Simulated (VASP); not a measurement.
Input of a VASP 6.6.1 run:

Contents of INCAR:

```
PREC = Accurate
ENCUT = 520
EDIFF = 1E-6
ISMEAR = -1
SIGMA = 0.08
LREAL = False
LASPH = True
NELM = 80
ALGO = Normal
ISIF = 2
LWAVE = False
LCHARG = False
GGA = PE
NBANDS = 13
```

The input KPOINTS:

```
Automatic mesh
0
Gamma
  13 13 13
```

Contents of POSCAR:

```
Se
1.0
    2.0009041209     -1.1552225328      3.2705095032
    0.0000000000      2.3104450656      3.2705095032
   -2.0009041209     -1.1552225328      3.2705095032
Se
2
Direct
    0.2499989885      0.2499989885      0.2499989885
   -0.2499989885     -0.2499989885     -0.2499989885
```

Potentials or basis: VASP PAW PBE potentials, release 64 (Se).

The run is started by

```bash
$ cat potpaw_PBE.64/Se/POTCAR > POTCAR
$ mpirun -np 1 vasp_std > vasp.out
```

(1) Estimate the band gap on the k mesh.

(2) Estimate the pressure.

Answers

(1) zero (band 6 reaches 7.41 eV, above the bottom of band 7 at 2.76 eV).

(2) 0.0 GPa.
